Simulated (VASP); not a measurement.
# Mo in VASP: a series of runs

Runs on Mo. Level: PBE. Tasks: single point.

All numbers are computed with VASP 6.6.1; they aren't measurements. Logs are shortened: lines on timing, memory, paths and dates and some standing lists are left out, and cuts for length are marked.

### Step 1. The cell of the first run

It takes space group Immm (No. 71, orthorhombic). Conventional cell: a = 2.519 Å, b = 3.141 Å, c = 4.002 Å, α = 90.00°, β = 90.00°, γ = 90.00°. Mo (site symmetry mmm) has 12 Mo at 2.52 to 3.14 Å within 3.3 Å.

### Step 2. Single point, PBE (engineering shear strain xz -0.2200, normal strain along z +0.0000)

Contents of INCAR:

```
ALGO = Fast ; EDIFF = 1E-7
ENCUT = 520 ; GGA = PE
ISIF = 2 ; ISMEAR = 0
LASPH = T ; LCHARG = T
LELF = T ; LREAL = F
LVHAR = T ; LWAVE = F
NBANDS = 13 ; NELM = 60
PREC = Accurate ; SIGMA = 0.15
```

Contents of KPOINTS:

```
k-points
0
Gamma
  20 20 20
```

Contents of POSCAR:

```
Mo
1.0
   -0.2201130824      2.0010280217      2.0010280217
    1.7809149393      0.0000000000      1.7809149393
    2.0010280217      2.0010280217     -0.2201130824
Mo
1
Direct
    0.0000000000      0.0000000000      0.0000000000
```

Potentials or basis: VASP PAW PBE potentials, release 64 (Mo_sv).

The run is started by

```
> cat potpaw_PBE.64/Mo_sv/POTCAR > POTCAR
> mpirun -np 1 vasp_std > vasp.out
```

OUTCAR:

```text
EDIFF = 1E-7
   ENCUT = 520
   GGA = PE
   ISIF = 2
   ISMEAR = 0
   LASPH = T
   LREAL = F
   NELM = 60
   PREC = Accurate

 ion  position               nearest neighbor table
   1  0.000  0.000  0.000-

  LATTYP: Found a body centered orthorhombic cell.
 ALAT       =     2.5185940606
 B/A-ratio  =     1.2471910113
 C/A-ratio  =     1.5890040027

  Lattice vectors:

 A1 = (   2.0010280217,  -2.0010280217,  -0.2201130824)
 A2 = (  -2.0010280217,  -2.0010280217,   0.2201130824)
 A3 = (   0.2201130824,   2.0010280217,  -2.0010280217)

Analysis of symmetry for initial positions (statically):
=====================================================================
 Subroutine PRICEL returns:
 Original cell was already a primitive cell.

 Routine SETGRP: Setting up the symmetry group for a
 body centered orthorhombic supercell.

 Subroutine GETGRP returns: Found  8 space group operations
 (whereof  8 operations were pure point group operations)
 out of a pool of  8 trial point group operations.

The static configuration has the point symmetry D_2h.

Analysis of symmetry for dynamics (positions and initial velocities):
=====================================================================
 Subroutine PRICEL returns:
 Original cell was already a primitive cell.

 Routine SETGRP: Setting up the symmetry group for a
 body centered orthorhombic supercell.

 Subroutine GETGRP returns: Found  8 space group operations
 (whereof  8 operations were pure point group operations)
 out of a pool of  8 trial point group operations.

The dynamic configuration has the point symmetry D_2h.

 Subroutine INISYM returns: Found  8 space group operations
 (whereof  8 operations are pure point group operations),
 and found     1 'primitive' translations

----------------------------------------------------------------------------------------

                                     Primitive cell

  volume of cell :      15.8308

  direct lattice vectors                    reciprocal lattice vectors
    -0.220113082  2.001028022  2.001028022    -0.225109516  0.249871563  0.225109516
     1.780914939  0.000000000  1.780914939     0.280754566 -0.249871563  0.280754566
     2.001028022  2.001028022 -0.220113082     0.225109516  0.249871563 -0.225109516

  length of vectors
     2.838428448  2.518594061  2.838428448     0.404702838  0.469129034  0.404702838

  position of ions in fractional coordinates (direct lattice)
     0.000000000  0.000000000  0.000000000

  ion indices of the primitive-cell ions
[... 79 lines left out ...]
   NFREE  =      0    steps in history (QN), initial steepest desc. (CG)
   ISIF   =      2    stress and relaxation
   ISYM   =      2    0-nonsym 1-usesym 2-fastsym
   POTIM  = 0.5000    time-step for ionic-motion
   TEBEG  =    0.0;   TEEND  =   0.0 temperature during run
   PSTRESS=    0.0 pullay stress
   NELECT =      14.0000    total number of electrons
   NUPDOWN=      -1.0000    fix difference up-down
   EMIN   =  10.00;   EMAX   =-10.00  energy-range for DOS
   EFERMI =   0.00;   METHOD = LEGACY
   ISMEAR =     0;   SIGMA  =   0.15  broadening in eV -4-tet -1-fermi 0-gaus
   EFERMI_NEDOS =   21; number of points for ismear=-14 and -15
   IALGO  =     68    algorithm
   IMIX   =      4    mixing-type and parameters
     AMIX     =   0.40;   BMIX     =  1.00
     AMIX_MAG =   1.60;   BMIX_MAG =  1.00
  volume/ion in A,a.u.               =      15.83       106.83
  Fermi-wavevector in a.u.,A,eV,Ry     =   1.571388  2.969492 33.596312  2.469259
  Thomas-Fermi vector in A             =   2.672979
   LORBIT       =      0    0 simple, 1 ext, 2 COOP (PROOUT), +10 PAW based schemes
   GGA     = PE    functional components
   LHFCALC =     F    Hartree Fock is set to
   AEXX    =    0.0000 exact exchange contribution
   IVDW    =     0    specifies the selected vdW correction
   LEPSILON=     F    determine dielectric tensor
   LRPA    =     F    only Hartree local field effects (RPA)
 non-spin polarized calculation
 RMM-DIIS sequential band-by-band and
 Gauss-broadening in eV      SIGMA  =   0.15
  energy-cutoff  :      520.00
  volume of cell :       15.83
 maximum number of plane-waves:       439
 NGX is ok and might be reduce to    24
   NGX = 11   NGY =  9   NGZ = 11

 number of electron      14.0000000 magnetization

 Free energy of the ion-electron system (eV)
  ---------------------------------------------------
  ext. energy  EPLUGINS =         0.00000000
  ---------------------------------------------------
  free energy    TOTEN  =       -10.46210305 eV

  energy without entropy =      -10.45008830  energy(sigma->0) =      -10.45609567

 E-fermi :  12.2995     XC(G=0): -13.2720

 val. band max:       12.2978241714   @ k =  -0.2500   0.2000  -0.0000
 cond. band min:      12.3000976180   @ k =  -0.4500   0.3500   0.0500
 fundamental gap:      0.0022734466
 Fermi energy:        12.2995456307

 k-point     1 :       0.0000    0.0000    0.0000
  band No.  band energies     occupation
      1     -48.8357      2.00000
      2     -22.3242      2.00000
      3     -22.1935      2.00000
      4     -21.6373      2.00000
      5       5.2663      2.00000
      6       9.6423      2.00000
      7      10.1804      2.00000
      8      13.2415      0.00000
      9      14.3515      0.00000
     10      14.5222      0.00000
     11      24.9524      0.00000
     12      28.1410      0.00000
     13      30.8043      0.00000
[... 354 lines left out ...]
  band No.  band energies     occupation
      1     -48.6725      2.00000
      2     -23.3381      2.00000
      3     -22.2584      2.00000
      4     -21.8189      2.00000
      5       7.4964      2.00000
      6       9.9909      2.00000
      7      11.7477      2.00000
      8      12.9555      0.00000
      9      14.4407      0.00000
     10      16.6913      0.00000
     11      22.4336      0.00000
     12      26.3933      0.00000
     13      30.7526      0.00000

 [... further k-points ...]
[... 5 lines left out ...]
  --------------------------------------------------------------------------------------
  -------------------------------------------------------------------------------------
  Total        0.8909892      1.0645679      0.8909892     -0.0000000     -0.0000000      1.3055035
  in kB       90.1738378    107.7411177     90.1738378     -0.0000000     -0.0000000    132.1253471
  external PRESSURE =      96.0295978 kB  Pullay stress =       0.0000000 kB

 VOLUME and BASIS-vectors are now :
 -----------------------------------------------------------------------------
  energy-cutoff  :      520.00
  volume of cell :       15.83
      direct lattice vectors                 reciprocal lattice vectors
    -0.220113082  2.001028022  2.001028022    -0.225109516  0.249871563  0.225109516
     1.780914939  0.000000000  1.780914939     0.280754566 -0.249871563  0.280754566
     2.001028022  2.001028022 -0.220113082     0.225109516  0.249871563 -0.225109516

 POSITION                                       TOTAL-FORCE (eV/Angst)
 -----------------------------------------------------------------------------------
      0.00000      0.00000      0.00000        -0.000000     -0.000000      0.000000
 -----------------------------------------------------------------------------------
    total drift:                               -0.000000      0.000000      0.000000

  FREE ENERGIE OF THE ION-ELECTRON SYSTEM (eV)
  ---------------------------------------------------
  free  energy   TOTEN  =       -10.4621030481 eV

  energy  without entropy=      -10.4500882994  energy(sigma->0) =      -10.45609567
```

OSZICAR:

```text
N       E                     dE             d eps       ncg     rms          rms(c)
DAV:   1     0.925494289454E+02    0.92549E+02   -0.80236E+03 30592   0.110E+03
DAV:   2    -0.985677960016E+01   -0.10241E+03   -0.98538E+02 35161   0.310E+02
DAV:   3    -0.110226681119E+02   -0.11659E+01   -0.11616E+01 33696   0.330E+01
DAV:   4    -0.110253980675E+02   -0.27300E-02   -0.27299E-02 33431   0.194E+00
DAV:   5    -0.110254159393E+02   -0.17872E-04   -0.17871E-04 34186   0.140E-01    0.146E+01
RMM:   6    -0.105355227580E+02    0.48989E+00   -0.57680E-01 30351   0.717E+00    0.473E+00
RMM:   7    -0.104647789361E+02    0.70744E-01   -0.18354E-01 31028   0.401E+00    0.829E-01
RMM:   8    -0.104622105827E+02    0.25684E-02   -0.10564E-02 34090   0.114E+00    0.143E-01
RMM:   9    -0.104621050916E+02    0.10549E-03   -0.13453E-03 34425   0.408E-01    0.744E-02
RMM:  10    -0.104621053651E+02   -0.27349E-06   -0.14948E-04 35264   0.150E-01    0.126E-02
RMM:  11    -0.104621040471E+02    0.13180E-05   -0.27455E-05 35103   0.613E-02    0.893E-03
RMM:  12    -0.104621031735E+02    0.87358E-06   -0.54634E-06 35357   0.275E-02    0.288E-03
RMM:  13    -0.104621029897E+02    0.18383E-06   -0.13772E-06 32026   0.109E-02    0.686E-04
RMM:  14    -0.104621030481E+02   -0.58417E-07   -0.21130E-07 21798   0.397E-03
   1 F= -.10462103E+02 E0= -.10456096E+02  d E =-.120147E-01
```

stdout:

```text
POSCAR found type information on POSCAR Mo
 POSCAR found :  1 types and       1 ions
 scaLAPACK will be used
 LDA part: xc-table for (Slater+PW92), standard interpolation
 POSCAR, INCAR and KPOINTS ok, starting setup
 FFT: planning ... GRIDC
 FFT: planning ... GRID_SOFT
 FFT: planning ... GRID
 WAVECAR not read
 entering main loop
```

Wall time 2 min (1 thread of Intel Xeon Platinum 8488C (Sapphire Rapids), shared host); peak memory 0.32 GiB.

Results:

| Property | Result |
| --- | --- |
| Free energy | -10.4621 eV |
| Pressure | 9.6 GPa |
| Band gap on the k mesh | zero (band 7 reaches 16.00 eV, above the bottom of band 8 at 11.04 eV) |

Stress tensor (GPa, compression positive):
```
 9.02  0.00 13.21
 0.00 10.77  0.00
13.21  0.00  9.02
```

Caveat: the cell differs from its parent crystal (engineering shear strain xz -0.2200, normal strain along z +0.0000).

### Step 3. Single point, PBE (engineering shear strain xz -0.1100, normal strain along z +0.0000)

Contents of INCAR:

```
SYSTEM = Mo
PREC = Accurate ; ENCUT = 520
EDIFF = 1E-7 ; ISMEAR = 0
SIGMA = 0.15 ; LREAL = .FALSE.
LASPH = .TRUE. ; NELM = 80
ALGO = Fast ; ISIF = 2
LWAVE = .FALSE. ; LCHARG = .FALSE.
GGA = PE ; NBANDS = 13
```

Contents of KPOINTS:

```
Automatic mesh
0
G
  20 20 20
  0 0 0
```

Contents of POSCAR:

```
Mo
1.0
   -0.1100565412      2.0010280217      2.0010280217
    1.8909714805      0.0000000000      1.8909714805
    2.0010280217      2.0010280217     -0.1100565412
Mo
1
Direct
    0.0000000000      0.0000000000      0.0000000000
```

Potentials or basis: VASP PAW PBE potentials, release 64 (Mo_sv).

The run is started by

```
> cat potpaw_PBE.64/Mo_sv/POTCAR > POTCAR
> mpirun -np 1 vasp_std > vasp.out
```

It took 2 min on 1 thread of Intel Xeon Platinum 8488C (Sapphire Rapids), shared host; peak memory 0.32 GiB.

It converged, with:

| Quantity | Value |
| --- | --- |
| Free energy | -10.5261 eV |
| Pressure | 3.1 GPa |
| Band gap on the k mesh | zero (band 7 reaches 15.85 eV, above the bottom of band 8 at 11.11 eV) |

Stress tensor (GPa, compression positive):
```
1.86 0.00 0.04
0.00 5.66 0.00
0.04 0.00 1.86
```

Levels at points of the mesh, in eV from the Fermi level:
```
           k point  band 3  band 4  band 5  band 6  band 7  band 8  band 9  band 10  band 11  band 12
(0.00, 0.00, 0.00)  -34.27  -34.06   -6.89   -1.72   -1.19    0.05    1.94     1.94    12.90    16.95
(0.50, 0.00, 0.00)  -34.38  -34.22   -4.76   -1.62   -0.15    0.87    3.13     4.17    10.29    13.08
(0.00, 0.50, 0.00)  -34.51  -34.48   -4.81   -1.89   -0.58    2.01    3.56     4.40    11.81    12.36
(0.50, 0.50, 0.00)  -34.70  -34.70   -5.13   -4.47    3.44    3.95    4.33     4.79    12.31    12.49
(0.50, 0.00, 0.50)  -34.90  -34.44   -5.15   -4.49    3.86    3.92    4.46     4.49    10.74    14.16
```

Caveat: the cell differs from its parent crystal (engineering shear strain xz -0.1100, normal strain along z +0.0000).

### Step 4. Single point, PBE (engineering shear strain xz -0.2200, normal strain along z +0.0750)

Contents of INCAR:

```
SYSTEM = Mo
PREC = Accurate ; ENCUT = 520
EDIFF = 1E-6 ; ISMEAR = 0
SIGMA = 0.15 ; LREAL = .False.
LASPH = .True. ; NELM = 80
ALGO = Fast ; ISIF = 2
LWAVE = .False. ; LCHARG = .False.
GGA = PE ; NBANDS = 13
```

Contents of KPOINTS:

```
regular mesh
0
Gamma
  20 20 20
  0 0 0
```

Contents of POSCAR:

```
Mo
1.0
   -0.2201130824      2.0010280217      2.1511051233
    1.7809149393      0.0000000000      1.9309920409
    2.0010280217      2.0010280217     -0.2201130824
Mo
1
Direct
    0.0000000000      0.0000000000      0.0000000000
```

Potentials or basis: VASP PAW PBE potentials, release 64 (Mo_sv).

The run is started by

```
> cat potpaw_PBE.64/Mo_sv/POTCAR > POTCAR
> mpirun -np 1 vasp_std > vasp.out
```

OUTCAR:

```text
SYSTEM = Mo
   PREC = Accurate
   ENCUT = 520
   EDIFF = 1E-6
   ISMEAR = 0
   LREAL = .False.
   LASPH = .True.
   NELM = 80
   ISIF = 2
   GGA = PE

 ion  position               nearest neighbor table
   1  0.000  0.000  0.000-

  LATTYP: Found a base centered monoclinic cell.
 ALAT       =     4.0261956796
 B/A-ratio  =     0.9940043559
 C/A-ratio  =     0.6524419635
 COS(beta)  =    -0.5935231406

  Lattice vectors:

 A1 = (  -2.0010280217,   2.0010280217,   0.2201130824)
 A2 = (  -2.0010280217,  -2.0010280217,   0.2201130824)
 A3 = (   1.7809149393,   0.0000000000,   1.9309920409)

Analysis of symmetry for initial positions (statically):
=====================================================================
 Subroutine PRICEL returns:
 Original cell was already a primitive cell.

 Routine SETGRP: Setting up the symmetry group for a
 base centered monoclinic supercell.

 Subroutine GETGRP returns: Found  4 space group operations
 (whereof  4 operations were pure point group operations)
 out of a pool of  4 trial point group operations.

The static configuration has the point symmetry C_2h.

Analysis of symmetry for dynamics (positions and initial velocities):
=====================================================================
 Subroutine PRICEL returns:
 Original cell was already a primitive cell.

 Routine SETGRP: Setting up the symmetry group for a
 base centered monoclinic supercell.

 Subroutine GETGRP returns: Found  4 space group operations
 (whereof  4 operations were pure point group operations)
 out of a pool of  4 trial point group operations.

The dynamic configuration has the point symmetry C_2h.

 Subroutine INISYM returns: Found  4 space group operations
 (whereof  4 operations are pure point group operations),
 and found     1 'primitive' translations

----------------------------------------------------------------------------------------

                                     Primitive cell

  volume of cell :      17.0326

  direct lattice vectors                    reciprocal lattice vectors
[... 110 lines left out ...]
   GGA     = PE    functional components
   LHFCALC =     F    Hartree Fock is set to
   AEXX    =    0.0000 exact exchange contribution
   IVDW    =     0    specifies the selected vdW correction
   LEPSILON=     F    determine dielectric tensor
   LRPA    =     F    only Hartree local field effects (RPA)
 non-spin polarized calculation
 RMM-DIIS sequential band-by-band and
 Gauss-broadening in eV      SIGMA  =   0.15
  energy-cutoff  :      520.00
  volume of cell :       17.03
 maximum number of plane-waves:       475
 NGX is ok and might be reduce to    24
   NGX = 11   NGY =  9   NGZ = 11

 number of electron      13.9999999 magnetization

 Free energy of the ion-electron system (eV)
  ---------------------------------------------------
  ext. energy  EPLUGINS =         0.00000000
  ---------------------------------------------------
  free energy    TOTEN  =       -10.47773631 eV

  energy without entropy =      -10.46566059  energy(sigma->0) =      -10.47169845

 E-fermi :  11.1891     XC(G=0): -12.8724

 val. band max:       11.1882649706   @ k =   0.1000   0.4500   0.0500
 cond. band min:      11.1901040289   @ k =   0.3500  -0.2000   0.3500
 fundamental gap:      0.0018390583
 Fermi energy:        11.1890508689

 k-point     1 :       0.0000    0.0000    0.0000
  band No.  band energies     occupation
      1     -49.9572      2.00000
      2     -23.5619      2.00000
      3     -23.4372      2.00000
      4     -23.0454      2.00000
      5       4.3798      2.00000
      6       8.6944      2.00000
      7       9.5506      2.00000
      8      11.8872      0.00000
      9      12.6931      0.00000
     10      13.4613      0.00000
     11      23.8816      0.00000
     12      26.3149      0.00000
     13      29.9909      0.00000
[... 354 lines left out ...]
  band No.  band energies     occupation
      1     -49.8293      2.00000
      2     -24.3947      2.00000
      3     -23.4869      2.00000
      4     -23.1923      2.00000
      5       6.6654      2.00000
      6       9.2987      2.00000
      7      10.6473      2.00000
      8      11.6013      0.00010
      9      13.0352      0.00000
     10      15.1091      0.00000
     11      20.5125      0.00000
     12      25.0228      0.00000
     13      29.1518      0.00000

 [... further k-points ...]
[... 5 lines left out ...]
  --------------------------------------------------------------------------------------
  -------------------------------------------------------------------------------------
  Total       -1.2050932     -0.7151491     -0.6991113      0.0000000      0.0000000      0.7642462
  in kB     -113.3572522    -67.2705960    -65.7619964      0.0000000      0.0000000     71.8889220
  external PRESSURE =     -82.1299482 kB  Pullay stress =       0.0000000 kB

 VOLUME and BASIS-vectors are now :
 -----------------------------------------------------------------------------
  energy-cutoff  :      520.00
  volume of cell :       17.03
      direct lattice vectors                 reciprocal lattice vectors
    -0.220113082  2.001028022  2.151105123    -0.226856768  0.249871563  0.209225413
     1.780914939  0.000000000  1.930992041     0.278575409 -0.249871563  0.260944054
     2.001028022  2.001028022 -0.220113082     0.226856768  0.249871563 -0.209225413

 POSITION                                       TOTAL-FORCE (eV/Angst)
 -----------------------------------------------------------------------------------
      0.00000      0.00000      0.00000        -0.000000      0.000000      0.000000
 -----------------------------------------------------------------------------------
    total drift:                                0.000000      0.000000      0.000000

  FREE ENERGIE OF THE ION-ELECTRON SYSTEM (eV)
  ---------------------------------------------------
  free  energy   TOTEN  =       -10.4777363098 eV

  energy  without entropy=      -10.4656605915  energy(sigma->0) =      -10.47169845
```

Wall time 3.1 min (1 thread of Intel Xeon 6975P-C, shared host); peak memory 0.51 GiB.

Results:

```yaml
Free_energy: -10.4777 eV
Pressure: -8.2 GPa
Band_gap_on_the_k_mesh: zero (band 7 reaches 14.69 eV, above the bottom of band 8 at 10.17 eV)
```

Caveat: the cell differs from its parent crystal (engineering shear strain xz -0.2200, normal strain along z +0.0750).

[end of part 1 of 2]
